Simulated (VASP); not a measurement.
Here is a VASP 6.6.1 calculation.

INCAR

```
ALGO = Normal ; EDIFF = 1E-6
ENCUT = 600 ; GGA = PE
GGA_COMPAT = False ; ISIF = 2
ISMEAR = 0 ; LASPH = True
LCHARG = False ; LREAL = False
LWAVE = False ; NBANDS = 28
NELM = 120 ; PREC = Accurate
SIGMA = 0.1
```

File KPOINTS:

```
k-points
0
Gamma
  6 6 6
```

The input POSCAR:

```
AlNi
1.0
    5.1608193769      0.0000000000      0.0000000000
   -2.5804096885      4.4694006848      0.0000000000
    0.0000000000      0.0000000000      3.9088322624
Al Ni
3 3
Direct
    0.5000000000      0.0000000000      0.0000000000
    0.5000000000      0.5000000000      0.0000000000
    0.0000000000      0.5000000000      0.0000000000
    0.0000000000      0.0000000000      0.0000000000
    0.3333333333      0.6666666667      0.5000000000
    0.6666666667      0.3333333333      0.5000000000
```

Potentials or basis: VASP PAW PBE potentials, release 64 (Al, Ni).

Launch:

```bash
$ cat potpaw_PBE.64/Al/POTCAR potpaw_PBE.64/Ni/POTCAR > POTCAR
$ mpirun -np 1 vasp_std > vasp.out
```

(1) Predict the band gap on the k mesh.

(2) Predict the pressure.

## Answers

(1) zero (an odd number of electrons rules out a gap without spin polarisation).

(2) 0.3 GPa.
